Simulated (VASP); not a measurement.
# KI (R-3m) in VASP: further runs

KI is run at these levels: r2SCAN; tasks: single point.

Program: VASP 6.6.1. These are calculated values, not measurements. Logs are shortened: lines on timing, memory, paths and dates and some standing lists are left out, and cuts for length are marked.

## 1. The cell of the first run

It takes space group R-3m (No. 166, trigonal). Conventional cell: a = 5.012 Å, b = 5.012 Å, c = 11.664 Å, α = 90.00°, β = 90.00°, γ = 120.00°. Within 4.6 Å of K (site symmetry -3m) lie 6 I at 3.49 Å. I (site symmetry -3m) has 6 K at 3.49 Å within 4.6 Å.

## 2. Single point, r2SCAN (strain along [111] -5.0%)

Input file POSCAR:

```
KI
1.0
   -0.1181428326      3.4261421451      3.4261421451
    3.4261421451     -0.1181428326      3.4261421451
    3.4261421451      3.4261421451     -0.1181428326
K I
1 1
Direct
    0.0000000000      0.0000000000      0.0000000000
    0.5000000000      0.5000000000      0.5000000000
```

Input file INCAR.step1:

```
ALGO = Normal ; EDIFF = 1E-4
ENCUT = 520 ; GGA = PE
ISMEAR = 0 ; LASPH = T
LCHARG = F ; LREAL = F
LWAVE = T ; NBANDS = 15
NELM = 60 ; PREC = Accurate
SIGMA = 0.01
```

Input file INCAR.step2:

```
ALGO = Normal ; EDIFF = 1E-6
ENCUT = 520 ; ISIF = 2
ISMEAR = 0 ; ISTART = 1
LASPH = T ; LCHARG = F
LMIXTAU = T ; LREAL = F
LWAVE = F ; METAGGA = R2SCAN
NBANDS = 15 ; NELM = 60
PREC = Accurate ; SIGMA = 0.01
```

Input file KPOINTS:

```
k-points
0
Gamma
  6 6 6
```

Potentials or basis: VASP PAW PBE potentials, release 64 (K_sv, I).

Started as:

```
$ cat potpaw_PBE.64/K_sv/POTCAR potpaw_PBE.64/I/POTCAR > POTCAR
$ cp INCAR.step1 INCAR
$ mpirun -np 1 vasp_std > vasp.out
$ cp INCAR.step2 INCAR
$ mpirun -np 1 vasp_std > vasp.out
```

OUTCAR:

```text
EDIFF = 1E-6
   ENCUT = 520
   ISIF = 2
   ISMEAR = 0
   ISTART = 1
   LASPH = T
   LREAL = F
   METAGGA = R2SCAN
   NELM = 60
   PREC = Accurate

 ion  position               nearest neighbor table
   1  0.000  0.000  0.000-   2 3.49   2 3.49   2 3.49   2 3.49   2 3.49   2 3.49
   2  0.500  0.500  0.500-   1 3.49   1 3.49   1 3.49   1 3.49   1 3.49   1 3.49

  LATTYP: Found a trigonal (rhomboedric) cell.
 ALAT       =     4.8467368121
 COS(alpha) =     0.4652406417

  Lattice vectors:

 A1 = (  -0.1181428326,   3.4261421451,   3.4261421451)
 A2 = (   3.4261421451,  -0.1181428326,   3.4261421451)
 A3 = (   3.4261421451,   3.4261421451,  -0.1181428326)

Analysis of symmetry for initial positions (statically):
=====================================================================
 Subroutine PRICEL returns:
 Original cell was already a primitive cell.

 Routine SETGRP: Setting up the symmetry group for a
 trigonal (rhombohedral) supercell.

 Subroutine GETGRP returns: Found 12 space group operations
 (whereof 12 operations were pure point group operations)
 out of a pool of 12 trial point group operations.

The static configuration has the point symmetry D_3d.

Analysis of symmetry for dynamics (positions and initial velocities):
=====================================================================
 Subroutine PRICEL returns:
 Original cell was already a primitive cell.

 Routine SETGRP: Setting up the symmetry group for a
 trigonal (rhombohedral) supercell.

 Subroutine GETGRP returns: Found 12 space group operations
 (whereof 12 operations were pure point group operations)
 out of a pool of 12 trial point group operations.

The dynamic configuration has the point symmetry D_3d.

 Subroutine INISYM returns: Found 12 space group operations
 (whereof 12 operations are pure point group operations),
 and found     1 'primitive' translations

----------------------------------------------------------------------------------------

                                     Primitive cell

  volume of cell :      84.5940

  direct lattice vectors                    reciprocal lattice vectors
    -0.118142833  3.426142145  3.426142145    -0.138597227  0.143547128  0.143547128
     3.426142145 -0.118142833  3.426142145     0.143547128 -0.138597227  0.143547128
     3.426142145  3.426142145 -0.118142833     0.143547128  0.143547128 -0.138597227

  length of vectors
     4.846736812  4.846736812  4.846736812     0.245806321  0.245806321  0.245806321

  position of ions in fractional coordinates (direct lattice)
     0.000000000  0.000000000  0.000000000
     0.500000000  0.500000000  0.500000000

  ion indices of the primitive-cell ions
   primitive index   ion index
                 1           1
                 2           2

----------------------------------------------------------------------------------------

 KPOINTS: k-points

Automatic generation of k-mesh.
 Grid dimensions read from file:
 generate k-points for:    6    6    6

 Generating k-lattice:

  Cartesian coordinates                     Fractional coordinates (reciprocal lattice)
    -0.023099538  0.023924521  0.023924521     0.166666667  0.000000000 -0.000000000
     0.023924521 -0.023099538  0.023924521     0.000000000  0.166666667 -0.000000000
     0.023924521  0.023924521 -0.023099538     0.000000000  0.000000000  0.166666667

  Length of vectors
     0.040967720  0.040967720  0.040967720

  Shift w.r.t. Gamma in fractional coordinates (k-lattice)
     0.000000000  0.000000000  0.000000000

 Subroutine IBZKPT returns following result:
 ===========================================

 Found     32 irreducible k-points:

 Following reciprocal coordinates:
            Coordinates               Weight
  0.000000  0.000000  0.000000      1.000000
  0.166667 -0.000000 -0.000000      6.000000
  0.333333 -0.000000 -0.000000      6.000000
  0.500000  0.000000  0.000000      3.000000
  0.166667  0.166667 -0.000000      6.000000
  0.333333  0.166667 -0.000000     12.000000
[... 16 lines left out ...]
  0.500000  0.500000  0.166667      6.000000
 -0.333333  0.500000  0.166667     12.000000
 [... further k-points ...]
   k-points           NKPTS =     32   k-points in BZ     NKDIM =     32   number of bands    NBANDS=     15
   number of dos      NEDOS =    301   number of ions     NIONS =      2
   total plane-waves  NPLWV =  46656
   dimension x,y,z NGX =    36 NGY =   36 NGZ =   36
   dimension x,y,z NGXF=    72 NGYF=   72 NGZF=   72
   ions per type =               1   1
   NGX,Y,Z   is equivalent  to a cutoff of  12.35, 12.35, 12.35 a.u.
   NGXF,Y,Z  is equivalent  to a cutoff of  24.70, 24.70, 24.70 a.u.
 SYSTEM =  unknown system
   PREC   = accura    normal or accurate (medium, high low for compatibility)
   ISTART =      1    job   : 0-new  1-cont  2-samecut
   ICHARG =      0    charge: 1-file 2-atom 10-const
   ISPIN  =      1    spin polarized calculation?
   LNONCOLLINEAR =      F non collinear calculations
   LSORBIT =      F    spin-orbit coupling
   LASPH  =      T    aspherical Exc in radial PAW
   ENCUT  =  520.0 eV  38.22 Ry    6.18 a.u.   9.01  9.01  9.01*2*pi/ulx,y,z
   NELM   =     60;   NELMIN=  2; NELMDL=  0     # of ELM steps
   EDIFF  = 0.1E-05   stopping-criterion for ELM
   LREAL  =      F    real-space projection
   EDIFFG = 0.1E-04   stopping-criterion for IOM
   NSW    =      0    number of steps for IOM
   IBRION =     -1    ionic relax: 0-MD 1-quasi-New 2-CG
   NFREE  =      0    steps in history (QN), initial steepest desc. (CG)
   ISIF   =      2    stress and relaxation
   ISYM   =      2    0-nonsym 1-usesym 2-fastsym
   POTIM  = 0.5000    time-step for ionic-motion
   TEBEG  =    0.0;   TEEND  =   0.0 temperature during run
   PSTRESS=    0.0 pullay stress
   NELECT =      16.0000    total number of electrons
   NUPDOWN=      -1.0000    fix difference up-down
   EMIN   =  10.00;   EMAX   =-10.00  energy-range for DOS
   EFERMI =   0.00;   METHOD = LEGACY
   ISMEAR =     0;   SIGMA  =   0.01  broadening in eV -4-tet -1-fermi 0-gaus
   EFERMI_NEDOS =   21; number of points for ismear=-14 and -15
   IALGO  =     38    algorithm
   IMIX   =      4    mixing-type and parameters
     AMIX     =   0.40;   BMIX     =  1.00
     AMIX_MAG =   1.60;   BMIX_MAG =  1.00
  volume/ion in A,a.u.               =      42.30       285.43
  Fermi-wavevector in a.u.,A,eV,Ry     =   0.939727  1.775826 12.015123  0.883087
  Thomas-Fermi vector in A             =   2.067068
   LORBIT       =      0    0 simple, 1 ext, 2 COOP (PROOUT), +10 PAW based schemes
   METAGGA = R2SCAN    functional components
   LHFCALC =     F    Hartree Fock is set to
   AEXX    =    0.0000 exact exchange contribution
   IVDW    =     0    specifies the selected vdW correction
   LEPSILON=     F    determine dielectric tensor
   LRPA    =     F    only Hartree local field effects (RPA)
 non-spin polarized calculation
 Gauss-broadening in eV      SIGMA  =   0.01
  energy-cutoff  :      520.00
  volume of cell :       84.59
 maximum number of plane-waves:      2318
   NGX = 19   NGY = 19   NGZ = 19

 number of electron      15.9999999 magnetization

 Free energy of the ion-electron system (eV)
  ---------------------------------------------------
  ext. energy  EPLUGINS =         0.00000000
  ---------------------------------------------------
  free energy    TOTEN  =       -33.97025894 eV

  energy without entropy =      -33.97025894  energy(sigma->0) =      -33.97025894

 E-fermi :  -0.3349     XC(G=0):  -7.6930

 val. band max:       -0.4369729673   @ k =   0.0000   0.0000   0.0000
 cond. band min:       4.1782144414   @ k =   0.0000   0.0000   0.0000
 fundamental gap:      4.6151874087
 Fermi energy:        -0.3348807686

 k-point     1 :       0.0000    0.0000    0.0000
  band No.  band energies     occupation
      1     -30.1280      2.00000
      2     -12.8520      2.00000
      3     -12.8467      2.00000
      4     -12.8467      2.00000
      5     -11.4083      2.00000
      6      -0.5700      2.00000
      7      -0.5700      2.00000
      8      -0.4370      2.00000
      9       4.1782      0.00000
     10       6.3589      0.00000
     11       6.3589      0.00000
     12       6.7940      0.00000
     13       7.3840      0.00000
     14       7.3840      0.00000
     15       9.8023      0.00000

 k-point     2 :       0.1667   -0.0000   -0.0000
  band No.  band energies     occupation
      1     -30.1274      2.00000
      2     -12.9013      2.00000
      3     -12.8522      2.00000
      4     -12.8467      2.00000
      5     -11.3159      2.00000
      6      -0.9891      2.00000
      7      -0.6629      2.00000
      8      -0.5482      2.00000
      9       4.8051      0.00000
     10       6.3506      0.00000
     11       6.6711      0.00000
     12       7.0570      0.00000
     13       7.7091      0.00000
     14       7.7571      0.00000
     15      10.7199      0.00000

 k-point     3 :       0.3333   -0.0000   -0.0000
  band No.  band energies     occupation
      1     -30.1261      2.00000
      2     -12.9948      2.00000
      3     -12.8539      2.00000
      4     -12.8465      2.00000
      5     -11.1428      2.00000
      6      -1.6685      2.00000
      7      -0.8357      2.00000
      8      -0.7283      2.00000
      9       5.4448      0.00000
     10       7.1293      0.00000
     11       7.4517      0.00000
     12       7.8205      0.00000
     13       8.5365      0.00000
     14       8.7534      0.00000
     15      10.1055      0.00000

 k-point     4 :       0.5000    0.0000    0.0000
  band No.  band energies     occupation
      1     -30.1255      2.00000
      2     -13.0362      2.00000
      3     -12.8547      2.00000
      4     -12.8464      2.00000
      5     -11.0601      2.00000
      6      -1.9555      2.00000
      7      -0.9166      2.00000
      8      -0.8113      2.00000
      9       5.5617      0.00000
     10       7.8338      0.00000
     11       8.2059      0.00000
     12       8.5605      0.00000
     13       8.7418      0.00000
     14       9.1522      0.00000
     15       9.9394      0.00000
[... 307 lines left out ...]
 k-point    22 :      -0.1667    0.3333    0.1667
  band No.  band energies     occupation
      1     -30.1253      2.00000
      2     -12.9548      2.00000
      3     -12.8744      2.00000
      4     -12.8597      2.00000
      5     -11.1533      2.00000
      6      -1.5828      2.00000
      7      -1.0524      2.00000
      8      -0.9019      2.00000
      9       5.8423      0.00000
     10       6.5428      0.00000
     11       7.4662      0.00000
     12       8.6405      0.00000
     13       8.7516      0.00000
     14       9.0960      0.00000
     15      10.3094      0.00000

 k-point    23 :       0.5000    0.5000    0.1667
  band No.  band energies     occupation
      1     -30.1246      2.00000
      2     -12.9316      2.00000
      3     -12.8718      2.00000
      4     -12.8648      2.00000
      5     -11.1830      2.00000
      6      -1.5918      2.00000
      7      -1.0441      2.00000
      8      -0.9932      2.00000
      9       5.1912      0.00000
     10       6.5809      0.00000
     11       7.8591      0.00000
     12       8.3707      0.00000
     13       9.3361      0.00000
     14       9.6698      0.00000
     15      10.2305      0.00000

 k-point    24 :      -0.3333    0.5000    0.1667
  band No.  band energies     occupation
      1     -30.1245      2.00000
      2     -12.9049      2.00000
      3     -12.8940      2.00000
      4     -12.8758      2.00000
      5     -11.1742      2.00000
      6      -1.4802      2.00000
      7      -1.1711      2.00000
      8      -1.0817      2.00000
      9       5.5699      0.00000
     10       6.7110      0.00000
     11       7.4921      0.00000
     12       8.7245      0.00000
     13       8.8414      0.00000
     14       9.9538      0.00000
     15      10.4456      0.00000

 [... further k-points ...]

------------------------ aborting loop because EDIFF is reached ----------------------------------------

  FORCE on cell =-STRESS in cart. coord.  units (eV):
  Direction    XX          YY          ZZ          XY          YZ          ZX
  --------------------------------------------------------------------------------------
  -------------------------------------------------------------------------------------
  Total        0.3888905      0.3888905      0.3888905      0.0599411      0.0599411      0.0599411
  in kB        7.3654350      7.3654350      7.3654350      1.1352604      1.1352604      1.1352604
  external PRESSURE =       7.3654350 kB  Pullay stress =       0.0000000 kB

 VOLUME and BASIS-vectors are now :
 -----------------------------------------------------------------------------
  energy-cutoff  :      520.00
  volume of cell :       84.59
      direct lattice vectors                 reciprocal lattice vectors
    -0.118142833  3.426142145  3.426142145    -0.138597227  0.143547128  0.143547128
     3.426142145 -0.118142833  3.426142145     0.143547128 -0.138597227  0.143547128
     3.426142145  3.426142145 -0.118142833     0.143547128  0.143547128 -0.138597227

 POSITION                                       TOTAL-FORCE (eV/Angst)
 -----------------------------------------------------------------------------------
      0.00000      0.00000      0.00000         0.000000     -0.000000     -0.000000
      3.36707      3.36707      3.36707        -0.000000      0.000000      0.000000
 -----------------------------------------------------------------------------------
    total drift:                                0.000000      0.000000      0.000000

  FREE ENERGIE OF THE ION-ELECTRON SYSTEM (eV)
  ---------------------------------------------------
  free  energy   TOTEN  =       -33.9702589414 eV

  energy  without entropy=      -33.9702589414  energy(sigma->0) =      -33.97025894
```

Wall time 94 s (1 thread of Intel Xeon Platinum 8375C at 2.90GHz (Ice Lake), shared host); peak memory 0.23 GiB.

What came out:

* Free energy: -33.9703 eV
* Pressure: 0.7 GPa
* Band gap on the k mesh: 4.62 eV

Caveat: the cell differs from its parent crystal (strain along [111] -5.0%); the PAW data sets were made with another functional, which shifts forces and pressure a little; spin-orbit coupling is left out, which moves the levels of the heavy elements.

(Continued in part 2 of 2.)
